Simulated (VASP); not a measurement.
# Mg (P6_3/mmc) in VASP: notebook

The runs below take Mg through electric field gradients, with PBEsol, LDA.

Program: VASP 6.6.1. These are calculated values, not measurements. Logs are shortened: lines on timing, memory, paths and dates and some standing lists are left out, and cuts for length are marked.

## (1) The cell of the first run

It takes space group P6_3/mmc (No. 194, hexagonal). Conventional cell: a = 3.209 Å, b = 3.209 Å, c = 5.210 Å, α = 90.00°, β = 90.00°, γ = 120.00°. Within 4.2 Å of Mg (site symmetry -6m2) lie 12 Mg at 3.20 to 3.21 Å.

## (2) Electric field gradients, PBEsol

INCAR

```
ALGO = Normal ; EDIFF = 1E-8
ENCUT = 520 ; GGA = PS
ISIF = 2 ; ISMEAR = -1
LASPH = T ; LCHARG = F
LEFG = T ; LREAL = F
LWAVE = F ; NBANDS = 18
NELM = 100 ; PREC = Accurate
SIGMA = 0.05
```

KPOINTS

```
k-points
0
Gamma
  4 4 4
```

POSCAR

```
Mg
1.0
   -4.8139500000      2.7793353284      5.2103000000
    4.8139500000     -2.7793353284      5.2103000000
    1.6046500000      2.7793353284     -5.2103000000
Mg
8
Direct
    0.4583333334      0.2916666666      0.5000000000
    0.9583333334      0.7916666666      0.5000000000
    0.9583333334      0.2916666666      0.0000000000
    0.4583333334      0.7916666666      0.0000000000
    0.5416666666      0.7083333334      0.5000000000
    0.0416666667      0.2083333334      0.5000000000
    0.0416666667      0.7083333334      0.0000000000
    0.5416666666      0.2083333334      0.0000000000
```

Potentials or basis: VASP PAW PBE potentials, release 64 (Mg).

Launch:

```sh
$ cat potpaw_PBE.64/Mg/POTCAR > POTCAR
$ mpirun -np 1 vasp_std > vasp.out
```

OUTCAR:

```text
EDIFF = 1E-8
   ENCUT = 520
   GGA = PS
   ISIF = 2
   ISMEAR = -1
   LASPH = T
   LREAL = F
   NELM = 100
   PREC = Accurate

 ion  position               nearest neighbor table
   1  0.458  0.292  0.500-   7 3.20   8 3.20   8 3.20   6 3.20   7 3.20   5 3.20   4 3.21   4 3.21
                             2 3.21   2 3.21   3 3.21   3 3.21
   2  0.958  0.792  0.500-   7 3.20   8 3.20   8 3.20   7 3.20   5 3.20   6 3.20   3 3.21   3 3.21
                             1 3.21   1 3.21   4 3.21   4 3.21
   3  0.958  0.292  0.000-   6 3.20   5 3.20   5 3.20   6 3.20   8 3.20   7 3.20   2 3.21   2 3.21
                             4 3.21   4 3.21   1 3.21   1 3.21
   4  0.458  0.792  0.000-   6 3.20   5 3.20   5 3.20   7 3.20   6 3.20   8 3.20   1 3.21   1 3.21
                             3 3.21   3 3.21   2 3.21   2 3.21
   5  0.542  0.708  0.500-   4 3.20   3 3.20   4 3.20   3 3.20   2 3.20   1 3.20   7 3.21   8 3.21
                             8 3.21   6 3.21   6 3.21   7 3.21
   6  0.042  0.208  0.500-   4 3.20   3 3.20   1 3.20   3 3.20   4 3.20   2 3.20   8 3.21   7 3.21
                             7 3.21   5 3.21   5 3.21   8 3.21
   7  0.042  0.708  0.000-   1 3.20   2 3.20   4 3.20   2 3.20   1 3.20   3 3.20   5 3.21   6 3.21
                             6 3.21   8 3.21   8 3.21   5 3.21
   8  0.542  0.208  0.000-   1 3.20   2 3.20   1 3.20   2 3.20   3 3.20   4 3.20   6 3.21   5 3.21
                             5 3.21   7 3.21   7 3.21   6 3.21

  LATTYP: Found a face centered orthorhombic cell.
 ALAT       =     6.4186000001
 B/A-ratio  =     1.6235004518
 C/A-ratio  =     1.7320508076

  Lattice vectors:

 A1 = (  -4.8139500000,   2.7793353284,  -5.2103000000)
 A2 = (  -3.2093000000,   5.5586706568,   0.0000000000)
 A3 = (   1.6046500000,   2.7793353284,  -5.2103000000)

Analysis of symmetry for initial positions (statically):
=====================================================================
 Subroutine PRICEL returns following result:

  LATTYP: Found a hexagonal cell.
 ALAT       =     3.2093000000
 C/A-ratio  =     1.6235004518

  Lattice vectors:

 A1 = (   1.6046500000,   2.7793353284,   0.0000000000)
 A2 = (   1.6046500000,  -2.7793353284,   0.0000000000)
 A3 = (   0.0000000000,   0.0000000000,  -5.2103000000)

   4 primitive cells build up your supercell.
[... 562 lines left out ...]

  FORCE on cell =-STRESS in cart. coord.  units (eV):
  Direction    XX          YY          ZZ          XY          YZ          ZX
  --------------------------------------------------------------------------------------
  -------------------------------------------------------------------------------------
  Total       -1.3717842     -1.2233674     -2.0050334      0.1285327      0.0000000      0.0000000
  in kB      -11.8228560    -10.5437114    -17.2805760      1.1077717      0.0000000      0.0000000
  external PRESSURE =     -13.2157144 kB  Pullay stress =       0.0000000 kB

 VOLUME and BASIS-vectors are now :
 -----------------------------------------------------------------------------
  energy-cutoff  :      520.00
  volume of cell :      185.90
      direct lattice vectors                 reciprocal lattice vectors
    -4.813950000  2.779335328  5.210300000     0.000000000  0.179899127  0.095963764
     4.813950000 -2.779335328  5.210300000     0.155797214  0.089949564  0.095963764
     1.604650000  2.779335328 -5.210300000     0.155797214  0.269848691  0.000000000

 POSITION                                       TOTAL-FORCE (eV/Angst)
 -----------------------------------------------------------------------------------
     -0.00000      1.85289      1.30258        -0.001966      0.001135     -0.000000
     -0.00000      1.85289      6.51287        -0.001966      0.001135      0.000000
     -3.20930      1.85289      6.51288        -0.001966      0.001135     -0.000000
      1.60465     -0.92645      6.51288        -0.001966      0.001135      0.000000
      1.60465      0.92645      3.90773         0.001966     -0.001135     -0.000000
      1.60465      0.92645     -1.30257         0.001966     -0.001135      0.000000
      3.20930     -1.85289      3.90773         0.001966     -0.001135      0.000000
     -1.60465      0.92645      3.90773         0.001966     -0.001135     -0.000000
 -----------------------------------------------------------------------------------
    total drift:                                0.000000      0.000000      0.000000

  FREE ENERGIE OF THE ION-ELECTRON SYSTEM (eV)
  ---------------------------------------------------
  free  energy   TOTEN  =       -13.8660090426 eV

  energy  without entropy=      -13.8532819719  energy(sigma->0) =      -13.85964551

 Electric field gradients (V/A^2)
---------------------------------------------------------------------
 ion       V_xx      V_yy      V_zz      V_xy      V_xz      V_yz
---------------------------------------------------------------------
   1      -0.165    -0.438     0.603    -0.237    -0.000    -0.000
   2      -0.165    -0.438     0.603    -0.237    -0.000    -0.000
   3      -0.165    -0.438     0.603    -0.237    -0.000    -0.000
   4      -0.165    -0.438     0.603    -0.237    -0.000    -0.000
   5      -0.165    -0.438     0.603    -0.237    -0.000    -0.000
   6      -0.165    -0.438     0.603    -0.237    -0.000    -0.000
   7      -0.165    -0.438     0.603    -0.237    -0.000    -0.000
   8      -0.165    -0.438     0.603    -0.237    -0.000    -0.000
---------------------------------------------------------------------

 Electric field gradients after diagonalization (V/A^2)
 (convention: |V_zz| > |V_xx| > |V_yy|)
----------------------------------------------------------------------
 ion       V_xx      V_yy      V_zz     asymmetry (V_yy - V_xx)/ V_zz
----------------------------------------------------------------------
   1      -0.574    -0.028     0.603       0.906
   2      -0.574    -0.028     0.603       0.906
   3      -0.574    -0.028     0.603       0.906
   4      -0.574    -0.028     0.603       0.906
   5      -0.574    -0.028     0.603       0.906
   6      -0.574    -0.028     0.603       0.906
   7      -0.574    -0.028     0.603       0.906
   8      -0.574    -0.028     0.603       0.906
----------------------------------------------------------------------

           NMR quadrupolar parameters

 Cq : quadrupolar parameter    Cq=e*Q*V_zz/h
 eta: asymmetry parameters     (V_yy - V_xx)/ V_zz
 Q  : nuclear electric quadrupole moment in mb (millibarn)
----------------------------------------------------------------------
 ion       Cq(MHz)       eta       Q (mb)
----------------------------------------------------------------------
   1       0.001       0.906       1.000
   2       0.001       0.906       1.000
   3       0.001       0.906       1.000
   4       0.001       0.906       1.000
   5       0.001       0.906       1.000
   6       0.001       0.906       1.000
   7       0.001       0.906       1.000
   8       0.001       0.906       1.000
----------------------------------------------------------------------
```

OSZICAR:

```text
N       E                     dE             d eps       ncg     rms          rms(c)
DAV:   1     0.825453271448E+01    0.82545E+01   -0.46064E+03   648   0.649E+02
DAV:   2    -0.132153573745E+02   -0.21470E+02   -0.19345E+02   824   0.714E+01
DAV:   3    -0.139419493374E+02   -0.72659E+00   -0.71302E+00   804   0.107E+01
DAV:   4    -0.139475560104E+02   -0.56067E-02   -0.56037E-02   794   0.114E+00
DAV:   5    -0.139476276989E+02   -0.71689E-04   -0.71686E-04   846   0.137E-01    0.196E+00
DAV:   6    -0.139051609259E+02    0.42467E-01   -0.24854E-03   774   0.328E-01    0.125E+00
DAV:   7    -0.138659942210E+02    0.39167E-01   -0.10258E-02   728   0.598E-01    0.645E-02
DAV:   8    -0.138660120172E+02   -0.17796E-04   -0.69303E-05   826   0.435E-02    0.127E-02
DAV:   9    -0.138660097318E+02    0.22854E-05   -0.37676E-06   746   0.870E-03    0.107E-03
DAV:  10    -0.138660092464E+02    0.48535E-06   -0.26669E-08   850   0.856E-04    0.379E-04
DAV:  11    -0.138660090525E+02    0.19389E-06   -0.12064E-09   508   0.247E-04    0.192E-05
DAV:  12    -0.138660090426E+02    0.99279E-08   -0.34836E-11   422   0.329E-05
   1 F= -.13866009E+02 E0= -.13859646E+02  d E =-.127271E-01
```

Wall time 64 s (1 thread of Intel Xeon Platinum 8488C (Sapphire Rapids), shared host); peak memory 0.41 GiB.

What came out:

```
Free energy                             : -13.8660 eV
Pressure                                : -1.3 GPa
Band gap on the k mesh                  : zero (bands 8 and 9 overlap by 2.08 eV)
Largest electric field gradient by atom : Mg +0.6 V/Å²
```

Forces on the atoms (eV/Å):
```
Mg  -0.002  0.001  0.000
Mg  -0.002  0.001  0.000
Mg  -0.002  0.001  0.000
Mg  -0.002  0.001  0.000
Mg   0.002 -0.001  0.000
Mg   0.002 -0.001  0.000
Mg   0.002 -0.001  0.000
Mg   0.002 -0.001  0.000
```

Levels at points of the mesh, in eV from the Fermi level:
| k point | band 4 | band 5 | band 6 | band 7 | band 8 | band 9 | band 10 | band 11 | band 12 | band 13 |
| --- | --- | --- | --- | --- | --- | --- | --- | --- | --- | --- |
| (0.00, 0.00, 0.00) | -1.54 | -1.12 | -0.96 | -0.96 | -0.96 | -0.96 | -0.32 | -0.32 | -0.32 | -0.32 |
| (0.50, 0.00, 0.00) | -2.83 | -2.50 | -2.50 | -0.26 | -0.26 | 1.72 | 1.72 | 1.91 | 1.91 | 2.64 |
| (0.50, 0.50, 0.00) | -1.84 | -1.84 | -1.84 | -0.42 | -0.42 | 0.03 | 0.03 | 2.42 | 2.42 | 2.42 |
| (0.00, 0.00, 0.50) | -4.18 | -3.16 | -3.16 | 1.12 | 1.12 | 1.41 | 1.41 | 1.81 | 1.81 | 2.99 |
| (0.50, 0.50, 0.50) | -2.00 | -1.99 | -1.99 | -0.96 | -0.96 | -0.32 | -0.32 | 2.76 | 2.76 | 3.13 |

Electric field gradients, principal values (V/Å²):
```tsv
atom	least	middle	greatest (by size)
1 Mg	-0.028	-0.574	0.603
2 Mg	-0.028	-0.574	0.603
3 Mg	-0.028	-0.574	0.603
4 Mg	-0.028	-0.574	0.603
5 Mg	-0.028	-0.574	0.603
6 Mg	-0.028	-0.574	0.603
7 Mg	-0.028	-0.574	0.603
8 Mg	-0.028	-0.574	0.603
```

Caveat: without QUAD_EFG the Cq values of the log hold for a quadrupole moment of 1 mb, not for the nuclei; the PAW data sets were made with another functional, which shifts forces and pressure a little.

## (3) Electric field gradients, PBEsol

This run uses another cell than the first one: it holds 16 atoms, not 8.

INCAR

```
SYSTEM = Mg
PREC = Accurate
ENCUT = 520
EDIFF = 1E-8
ISMEAR = -1
SIGMA = 0.05
LREAL = Auto
LASPH = .TRUE.
NELM = 80
ALGO = Normal
ISIF = 2
LWAVE = .FALSE.
LCHARG = .FALSE.
GGA = PS
LEFG = .TRUE.
NBANDS = 30
```

KPOINTS

```
regular mesh
0
G
  6 6 4
  0 0 0
```

POSCAR

```
Mg
1.0
    6.4186000000      0.0000000000      0.0000000000
   -3.2093000000      5.5586706568      0.0000000000
    0.0000000000      0.0000000000     10.4206000000
Mg
16
Direct
    0.1666666666      0.3333333334      0.1250000000
    0.1666666666      0.3333333334      0.6250000000
    0.1666666666      0.8333333334      0.1250000000
    0.1666666666      0.8333333334      0.6250000000
    0.6666666666      0.3333333334      0.1250000000
    0.6666666666      0.3333333334      0.6250000000
    0.6666666666      0.8333333334      0.1250000000
    0.6666666666      0.8333333334      0.6250000000
    0.3333333334      0.1666666666      0.3750000000
    0.3333333334      0.1666666666      0.8750000000
    0.3333333334      0.6666666666      0.3750000000
    0.3333333334      0.6666666666      0.8750000000
    0.8333333334      0.1666666666      0.3750000000
    0.8333333334      0.1666666666      0.8750000000
    0.8333333334      0.6666666666      0.3750000000
    0.8333333334      0.6666666666      0.8750000000
```

Potentials or basis: VASP PAW PBE potentials, release 64 (Mg).

Launch:

```sh
$ cat potpaw_PBE.64/Mg/POTCAR > POTCAR
$ mpirun -np 1 vasp_std > vasp.out
```

OUTCAR:

```text
SYSTEM = Mg
   PREC = Accurate
   ENCUT = 520
   EDIFF = 1E-8
   ISMEAR = -1
   LREAL = Auto
   LASPH = .TRUE.
   NELM = 80
   ISIF = 2
   GGA = PS

 ion  position               nearest neighbor table
   1  0.167  0.333  0.125-  13 3.20  14 3.20  11 3.20  12 3.20   9 3.20  10 3.20   5 3.21   5 3.21
                             7 3.21   3 3.21   3 3.21   7 3.21
   2  0.167  0.333  0.625-  13 3.20  14 3.20  11 3.20  12 3.20   9 3.20  10 3.20   6 3.21   6 3.21
                             8 3.21   4 3.21   4 3.21   8 3.21
   3  0.167  0.833  0.125-  15 3.20  16 3.20   9 3.20  10 3.20  11 3.20  12 3.20   7 3.21   7 3.21
                             1 3.21   1 3.21   5 3.21   5 3.21
   4  0.167  0.833  0.625-  15 3.20  16 3.20   9 3.20  10 3.20  11 3.20  12 3.20   8 3.21   8 3.21
                             2 3.21   2 3.21   6 3.21   6 3.21
   5  0.667  0.333  0.125-   9 3.20  10 3.20  15 3.20  16 3.20  13 3.20  14 3.20   1 3.21   1 3.21
                             7 3.21   7 3.21   3 3.21   3 3.21
[... 955 lines left out ...]
 (convention: |V_zz| > |V_xx| > |V_yy|)
----------------------------------------------------------------------
 ion       V_xx      V_yy      V_zz     asymmetry (V_yy - V_xx)/ V_zz
----------------------------------------------------------------------
   1      -0.527    -0.527     1.053       0.000
   2      -0.527    -0.527     1.053       0.000
   3      -0.527    -0.527     1.053       0.000
   4      -0.527    -0.527     1.053       0.000
   5      -0.527    -0.527     1.053       0.000
   6      -0.527    -0.527     1.053       0.000
[... 8 lines left out ...]
  15      -0.527    -0.527     1.053       0.000
  16      -0.527    -0.527     1.053       0.000
----------------------------------------------------------------------

           NMR quadrupolar parameters

 Cq : quadrupolar parameter    Cq=e*Q*V_zz/h
 eta: asymmetry parameters     (V_yy - V_xx)/ V_zz
 Q  : nuclear electric quadrupole moment in mb (millibarn)
----------------------------------------------------------------------
 ion       Cq(MHz)       eta       Q (mb)
----------------------------------------------------------------------
   1       0.003       0.000       1.000
   2       0.003       0.000       1.000
   3       0.003       0.000       1.000
   4       0.003       0.000       1.000
   5       0.003       0.000       1.000
   6       0.003       0.000       1.000
[... 8 lines left out ...]
  15       0.003       0.000       1.000
  16       0.003       0.000       1.000
----------------------------------------------------------------------
```

OSZICAR:

```text
N       E                     dE             d eps       ncg     rms          rms(c)
DAV:   1     0.235475382603E+02    0.23548E+02   -0.91570E+03  1260   0.778E+02
DAV:   2    -0.254217583720E+02   -0.48969E+02   -0.44828E+02  1510   0.852E+01
DAV:   3    -0.276710875116E+02   -0.22493E+01   -0.21532E+01  1586   0.145E+01
DAV:   4    -0.277018010284E+02   -0.30714E-01   -0.30601E-01  1476   0.184E+00
DAV:   5    -0.277021277383E+02   -0.32671E-03   -0.32669E-03  1536   0.227E-01    0.275E+00
DAV:   6    -0.276179733807E+02    0.84154E-01   -0.50163E-03  1482   0.392E-01    0.175E+00
DAV:   7    -0.275405003049E+02    0.77473E-01   -0.20310E-02  1380   0.708E-01    0.859E-02
DAV:   8    -0.275404647737E+02    0.35531E-04   -0.14864E-04  1608   0.522E-02    0.159E-02
DAV:   9    -0.275404558854E+02    0.88883E-05   -0.67011E-06  1434   0.101E-02    0.138E-03
DAV:  10    -0.275404548804E+02    0.10050E-05   -0.55063E-08  1600   0.103E-03    0.412E-04
DAV:  11    -0.275404547517E+02    0.12869E-06   -0.19261E-09   922   0.236E-04    0.247E-05
DAV:  12    -0.275404547369E+02    0.14765E-07   -0.70684E-11   918   0.390E-05    0.143E-05
DAV:  13    -0.275404547415E+02   -0.45343E-08   -0.12240E-11   864   0.174E-05
   1 F= -.27540455E+02 E0= -.27509414E+02  d E =-.620821E-01
```

It took 3.5 min on 1 thread of Intel Xeon Platinum 8488C (Sapphire Rapids), shared host; peak memory 0.5 GiB.

What came out:

```yaml
Free_energy: -27.5405 eV
Pressure: -1.2 GPa
Band_gap_on_the_k_mesh: zero (bands 16 and 17 overlap by 1.61 eV)
Largest_electric_field_gradient_by_atom: Mg +1.1 V/Å²
```

Electric field gradients, principal values (V/Å²):
```
 atom   least  middle  greatest (by size)
 1 Mg  -0.527  -0.527               1.053
 2 Mg  -0.527  -0.527               1.053
 3 Mg  -0.527  -0.527               1.053
 4 Mg  -0.527  -0.527               1.053
 5 Mg  -0.527  -0.527               1.053
 6 Mg  -0.527  -0.527               1.053
 7 Mg  -0.527  -0.527               1.053
 8 Mg  -0.527  -0.527               1.053
 9 Mg  -0.527  -0.527               1.053
10 Mg  -0.527  -0.527               1.053
11 Mg  -0.527  -0.527               1.053
12 Mg  -0.527  -0.527               1.053
13 Mg  -0.527  -0.527               1.053
14 Mg  -0.527  -0.527               1.053
15 Mg  -0.527  -0.527               1.053
16 Mg  -0.527  -0.527               1.053
```

Caveat: without QUAD_EFG the Cq values of the log hold for a quadrupole moment of 1 mb, not for the nuclei; the PAW data sets were made with another functional, which shifts forces and pressure a little.

[end of part 1 of 2]
